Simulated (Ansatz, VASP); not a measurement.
**Ge: VASP beside Ansatz**

File INCAR:

```
PREC = Accurate ; ENCUT = 520
EDIFF = 1E-6 ; ISMEAR = -1
SIGMA = 0.1 ; LREAL = False
LASPH = True ; NELM = 80
ALGO = Normal ; ISIF = 2
LWAVE = False ; LCHARG = False
GGA = B5 ; ALDAX = 1.0
AGGAX = 1.0 ; AGGAC = 1.0
ALDAC = 0.0 ; NBANDS = 36
```

The input KPOINTS:

```
Automatic mesh
0
Gamma
  13 13 4
```

File POSCAR:

```
Ge
1.0
    3.2038826248      0.0000000000      0.0000000000
   -1.6019413124      2.7746437438      0.0000000000
    0.0000000000      0.0000000000     10.5884633611
Ge
4
Direct
    1.0000000000      1.0000000000      0.0000000000
    1.0000000000      1.0000000000      0.5000000000
    0.3333333333      0.6666666667      0.2500000000
    0.6666666667      0.3333333333      0.7500000000
```

Input for Ansatz:

```yaml
crystal:
  lattice:
    - [3.2038826248, 0.0, 0.0]
    - [-1.6019413124, 2.7746437438, 0.0]
    - [0.0, 0.0, 10.5884633611]
  atoms:
    - { symbol: Ge, position: [1.0, 1.0, 0.0] }
    - { symbol: Ge, position: [1.0, 1.0, 0.5] }
    - { symbol: Ge, position: [0.3333333333, 0.6666666667, 0.25] }
    - { symbol: Ge, position: [0.6666666667, 0.3333333333, 0.75] }
hamiltonian:
  xc: blyp
  pseudopotentials:
    kind: paw
    azcp:
      Ge: "pseudopotentials/Ge.paw.azcp"
basis:
  ecutwfc: 420
  fft_grid_basis: typed
kpoints:
  mp_grid: { grid: [13, 13, 4], shift: [0, 0, 0] }
magnetization:
  spin_polarized: false
scf:
  occupations: { method: fermi_dirac, width: 0.1 }
  lower_state_search: "off"
output:
  stress: true
  write_density: true
  write_potential: true
  elf: true
  volumetric_format: npy
```

Alike in both runs: task single point; functional BLYP; k mesh 13 × 13 × 4; occupations fermi-dirac, width 0.1 eV; no spin polarisation.

|  | VASP | Ansatz |
| --- | --- | --- |
| version | VASP 6.6.1 | Ansatz 0.2.0 |
| potentials or method | VASP PAW PBE potentials, release 64 (Ge_d), cutoff 520 eV | plane waves (420 eV) with PAW, scalar-relativistic |
| valence electrons in the cell | 56 | 56 |

|  | VASP | Ansatz | Ansatz less VASP |
| --- | --- | --- | --- |
| pressure (GPa) | -3.2 | -3.1 | +0.04 |
| traceless stress, the component that is largest in VASP (GPa) | 0.29 | 0.29 | -0.005 |

VASP's potentials were made for PBE, not for BLYP.
